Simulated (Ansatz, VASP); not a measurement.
One calculation of BN, two programs

INCAR

```
PREC     = Accurate       # precision mode
ENCUT    = 520            # plane-wave cutoff, eV
EDIFF    = 1E-6           # SCF threshold, eV
ISMEAR   = 0              # smearing method
SIGMA    = 0.05           # smearing width, eV
LREAL    = False          # projectors in reciprocal space
LASPH    = True           # aspherical terms in the spheres
NELM     = 80             # most SCF steps
ALGO     = Normal         # electronic algorithm
ISIF     = 2              # what is computed and relaxed
LWAVE    = False          # write WAVECAR
LCHARG   = False          # write CHGCAR
GGA      = PE             # functional
NBANDS   = 26             # bands
```

KPOINTS

```
regular mesh
0
Gamma
  6 6 10
```

Contents of POSCAR:

```
BN
1.0
    4.4890000000      0.0000000000      0.0000000000
    0.0000000000      4.4890000000      0.0000000000
    0.0000000000      0.0000000000      2.7786000000
B N
4 4
Direct
    0.1742811368      0.8257188632      0.5000000000
    0.3257188632      0.3257188632      0.0000000000
    0.6742811368      0.6742811368      0.0000000000
    0.8257188632      0.1742811368      0.5000000000
    0.8126115048      0.8126115048      0.5000000000
    0.3126115048      0.6873884952      0.0000000000
    0.6873884952      0.3126115048      0.0000000000
    0.1873884952      0.1873884952      0.5000000000
```

Input for Ansatz:

```yaml
crystal:
  lattice:
    - [4.489, 0.0, 0.0]
    - [0.0, 4.489, 0.0]
    - [0.0, 0.0, 2.7786]
  atoms:
    - { symbol: B, position: [0.1742811368, 0.8257188632, 0.5] }
    - { symbol: B, position: [0.3257188632, 0.3257188632, 0.0] }
    - { symbol: B, position: [0.6742811368, 0.6742811368, 0.0] }
    - { symbol: B, position: [0.8257188632, 0.1742811368, 0.5] }
    - { symbol: "N", position: [0.8126115048, 0.8126115048, 0.5] }
    - { symbol: "N", position: [0.3126115048, 0.6873884952, 0.0] }
    - { symbol: "N", position: [0.6873884952, 0.3126115048, 0.0] }
    - { symbol: "N", position: [0.1873884952, 0.1873884952, 0.5] }
basis:
  ecutwfc: 520.0
kpoints:
  mp_grid: { grid: [6, 6, 10] }
hamiltonian:
  xc: pbe
  pseudopotentials: { kind: paw, azcp: { folder: soft_1 } }
scf:
  occupations: { method: gaussian, width: 0.05 }
output:
  forces: true
  stress: true
  eigenvalues: true
```

Alike in both runs: task single point; functional PBE; k mesh 6 × 6 × 10; occupations gaussian, width 0.05 eV; no spin polarisation.

|  | VASP | Ansatz |
| --- | --- | --- |
| version | VASP 6.6.1 | Ansatz 0.2.0 |
| potentials or method | VASP PAW PBE potentials, release 64 (B, N), cutoff 520 eV | scalar-relativistic, plane waves, PAW |
| valence electrons in the cell | 32 | 32 |

Ansatz gave:

- gap on the k mesh at the Fermi level (eV): 4.78
- least direct gap on the mesh (eV): 4.81
- rms of the force components (eV/Å): 0.071

What did VASP give for the same quantities?

gap on the k mesh at the Fermi level (eV): 4.77; least direct gap on the mesh (eV): 4.80; rms of the force components (eV/Å): 0.067.

Atom by atom the forces differ by 0.008 eV/Å (rms over components). The functional is the same, so the differences come from potentials, cutoffs and numerics.
